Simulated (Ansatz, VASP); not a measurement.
# K: VASP beside Ansatz

```
CELL_PARAMETERS angstrom
0.00000 5.15319 5.15319
5.15319 0.00000 5.15319
5.15319 5.15319 0.00000
ATOMIC_POSITIONS crystal
K 0.12500 0.12500 0.12500
K 0.87500 0.87500 0.87500
```

Alike in both runs: task single point; functional revPBE; k mesh 6 × 6 × 6; occupations fermi-dirac, width 0.1 eV; no spin polarisation.

|  | VASP | Ansatz |
| --- | --- | --- |
| version | VASP 6.6.1 | Ansatz 0.2.0 |
| potentials or method | VASP PAW PBE potentials, release 64 (K_sv), cutoff 520 eV | plane waves (420 eV) with PAW, scalar-relativistic |
| valence electrons in the cell | 18 | 18 |

|  | VASP | Ansatz | Ansatz less VASP |
| --- | --- | --- | --- |
| pressure (GPa) | -0.1 | -0.1 | +0.01 |

VASP's potentials were made for PBE, not for revPBE. With one functional, cell and mesh, what is left measures potentials, basis and numerics.
